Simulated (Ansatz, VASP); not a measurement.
## One calculation of KZnF3, two programs

File INCAR:

```
SYSTEM = KZnF3
PREC = Accurate
ENCUT = 600
EDIFF = 1E-6
ISMEAR = 0
SIGMA = 0.1
LREAL = .False.
LASPH = .True.
NELM = 120
ALGO = Normal
ISIF = 2
LWAVE = .False.
LCHARG = .False.
NBANDS = 29
GGA_COMPAT = .False.
```

File KPOINTS:

```
regular mesh
0
Gamma
  4 4 4
  0 0 0
```

POSCAR

```
KZnF3
1.0
    4.0474167900      0.0000000000      0.0000000000
    0.0000000000      4.0474167900      0.0000000000
    0.0000000000      0.0000000000      4.0474167900
K Zn F
1 1 3
Direct
    0.0000000000      0.0000000000      0.0000000000
    0.5000000000      0.5000000000      0.5000000000
    0.0000000000      0.5000000000      0.5000000000
    0.5000000000      0.0000000000      0.5000000000
    0.5000000000      0.5000000000      0.0000000000
```

Input for Ansatz:

```yaml
crystal:
  lattice:
    - [4.04741679, 0.0, 0.0]
    - [0.0, 4.04741679, 0.0]
    - [0.0, 0.0, 4.04741679]
  atoms:
    - { symbol: K, position: [0.0, 0.0, 0.0] }
    - { symbol: Zn, position: [0.5, 0.5, 0.5] }
    - { symbol: F, position: [0.0, 0.5, 0.5] }
    - { symbol: F, position: [0.5, 0.0, 0.5] }
    - { symbol: F, position: [0.5, 0.5, 0.0] }
basis: {}
kpoints:
  mp_grid: { grid: [4, 4, 4] }
hamiltonian:
  xc: lda
  pseudopotentials: { kind: paw, source: ansatz }
scf:
  occupations: { method: gaussian, width: 0.1 }
  mixing: { preconditioner: ldos }
  max_iter: 98
output:
  forces: true
  stress: true
  eigenvalues: true
```

Alike in both runs: task single point; functional LDA; k mesh 4 × 4 × 4; occupations gaussian, width 0.1 eV; no spin polarisation.

|  | VASP | Ansatz |
| --- | --- | --- |
| version | VASP 6.6.1 | Ansatz 0.2.0 |
| potentials or method | VASP PAW LDA potentials, release 64 (K_sv, Zn, F) | scalar-relativistic, plane waves, PAW (harder set) |
| plane-wave cutoff (eV) | 600 | 1050 |
| valence electrons in the cell | 42 | 50 |

```csv
,VASP,Ansatz,Ansatz less VASP
gap on the k mesh at the Fermi level (eV),3.60,3.65,+0.045
least direct gap on the mesh (eV),5.41,5.42,+0.008
pressure (GPa),-4.3,-4.7,-0.36
```

LDA's correlation is that of Perdew and Zunger in VASP and of Perdew and Wang (1992) in Ansatz. VASP's potentials hold 42 valence electrons a cell and Ansatz's 50, so a difference there can come from the potentials and not from the codes.
